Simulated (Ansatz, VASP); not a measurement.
InSb: VASP beside Ansatz

The input POSCAR:

```
InSb
1.0
    0.0000000000      3.4106935382      3.4106935382
    3.4106935382      0.0000000000      3.4106935382
    3.4106935382      3.4106935382      0.0000000000
In Sb
1 1
Direct
    0.0000000000      0.0000000000      0.0000000000
    0.2500000000      0.2500000000      0.2500000000
```

INCAR.step1

```
SYSTEM = InSb
  PREC = Accurate
  ENCUT = 520
  ISMEAR = -1
  SIGMA = 0.02
  LREAL = .False.
  LASPH = .True.
  NELM = 150
  LNONCOLLINEAR = .True.
  MAGMOM = 0 0 0 0 0 0
  LSORBIT = .True.
  GGA_COMPAT = .False.
  NBANDS = 30
  GGA = PE
  ALGO = Normal
  EDIFF = 1E-4
  LWAVE = .True.
  LCHARG = .False.
```

Contents of INCAR.step2:

```
SYSTEM = InSb
  PREC = Accurate
  ENCUT = 520
  EDIFF = 1E-7
  ISMEAR = -1
  SIGMA = 0.02
  LREAL = .False.
  LASPH = .True.
  NELM = 150
  ALGO = Normal
  ISIF = 2
  LWAVE = .False.
  LCHARG = .False.
  LNONCOLLINEAR = .True.
  MAGMOM = 0 0 0 0 0 0
  LORBIT = 11
  LSORBIT = .True.
  GGA_COMPAT = .False.
  LORBMOM = .True.
  METAGGA = R2SCAN
  LMIXTAU = .True.
  NBANDS = 30
  ISTART = 1
```

File KPOINTS:

```
regular mesh
0
Gamma
  6 6 6
  0 0 0
```

Input for Ansatz:

```yaml
crystal:
  lattice:
    - [0.0, 3.4106935382, 3.4106935382]
    - [3.4106935382, 0.0, 3.4106935382]
    - [3.4106935382, 3.4106935382, 0.0]
  atoms:
    - { symbol: In, position: [0.0, 0.0, 0.0] }
    - { symbol: Sb, position: [0.25, 0.25, 0.25] }
kpoints:
  mp_grid: { grid: [6, 6, 6] }
  band_path:
    path:
      - [0.0, 0.0, 0.0]
      - [-0.5, -0.5, 0.0]
      - [-0.375, -0.375, 0.25]
      - [-0.375, 0.0, 0.375]
      - [0.0, 0.0, 0.5]
      - [-0.5, -0.25, 0.25]
    npoints: 1
hamiltonian:
  xc: r2scan
scf:
  occupations: { method: fermi_dirac, width: 0.02 }
  n_extra_bands: 8
magnetization:
  noncollinear: true
  spin_orbit: true
output:
  forces: true
  stress: true
  eigenvalues: true
```

Change from the starting cell: hydrostatic strain +4.0%.

Alike in both runs: task single point; functional r2SCAN; k mesh 6 × 6 × 6; occupations fermi-dirac, width 0.02 eV; non-collinear spin, spin-orbit coupling.

|  | VASP | Ansatz |
| --- | --- | --- |
| version | VASP 6.6.1 | Ansatz 0.2.0 |
| potentials or method | VASP PAW PBE potentials, release 64 (In_d, Sb) | plane waves, PAW |
| plane-wave cutoff (eV) | 520 | 500 |
| valence electrons in the cell | 18 | 28 |

|  | VASP | Ansatz | Ansatz less VASP |
| --- | --- | --- | --- |
| pressure (GPa) | -3.8 | -3.8 | -0.02 |

VASP's potentials were made for PBE, not for r2SCAN. The functional is the same, so the differences come from potentials, cutoffs and numerics. VASP's potentials hold 18 valence electrons a cell and Ansatz's 28, so a difference there can come from the potentials and not from the codes.
